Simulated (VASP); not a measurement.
Runs of VASP 6.6.1 on MgH8Cl2O4. The cells are those of the table. 

| cell | gap on the mesh (eV) | pressure (GPa) | largest force (eV/Å) |
| --- | --- | --- | --- |
| a = 5.893 Å, 15 atoms | 4.33 | -0.5 | 3.33 |
| a = 6.258, b = 6.509, c = 7.621 Å, 15 atoms | 3.60 | -1.2 | 6.04 |
| a = 6.031, b = 6.137, c = 6.927 Å, 15 atoms | (a) | (b) | 3.38 |
| a = 5.972, b = 6.023, c = 6.481 Å, 15 atoms | 3.85 | -0.4 | (c) |

Alike in all rows: task single point; level PBE; potentials or basis VASP PAW PBE potentials, release 64 (O, H, Mg, Cl); no spin polarisation; k mesh 1 × 1 × 1; cutoff (eV) 520; smearing fermi-dirac 0.05 eV.

Task: Estimate the missing entries.

Result: (a) 3.88; (b) 0.9; (c) 1.98.

Caveats: all runs use coarse meshes.

A k mesh can miss the band edges.
